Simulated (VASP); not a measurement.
TePb, 4 atoms in the cell. The structure is hexagonal, space group P6_3/mmc (No. 194). The conventional cell has a = 5.498 Å, b = 5.498 Å, c = 6.575 Å, α = 90.00°, β = 90.00°, γ = 120.00°. Within 4.2 Å of Pb (site symmetry -6m2) lie 5 Te at 3.17 to 3.29 Å. Te (site symmetry -6m2) has 5 Pb at 3.17 to 3.29 Å within 4.2 Å. 

```yaml
Program: VASP 6.6.1
Task: G0W0 quasiparticle levels
Functional: PBE
Potentials_or_basis: VASP PAW PBE potentials, release 64 (Pb_d_GW, Te_GW)
Cutoff: 500 eV
k_mesh: 6 × 6 × 2
Occupations: gaussian, width 0.01 eV
Spin: no spin polarisation
Dipole_correction: no
GW_scheme: G0W0
GW_iterations: 1
Cutoff_of_the_response_function: 80
Frequency_points: 96
Empty_bands: 279
Further_INCAR_settings: ALGO = EVGW0; EDIFF = 1e-08; NBANDS = 301
```

Potentials or basis: VASP PAW PBE potentials, release 64 (Pb_d_GW, Te_GW).

The run is started by

```sh
$ cat potpaw_PBE.64/Pb_d_GW/POTCAR potpaw_PBE.64/Te_GW/POTCAR > POTCAR
$ cp INCAR.step1 INCAR
$ mpirun -np 1 vasp_std > vasp.out
$ cp INCAR.step2 INCAR
$ mpirun -np 1 vasp_std > vasp.out
$ cp INCAR.step3 INCAR
$ mpirun -np 1 vasp_std > vasp.out
```

Hardware: 1 thread of AMD EPYC 9R45 96-Core Processor (Zen 5) (shared host).

Q: How long does it take, and how much memory?

A: It took 77 min on 1 thread of AMD EPYC 9R45 96-Core Processor (Zen 5), with other jobs on the host, peak memory 5.8 GiB. Counts: k points 14.
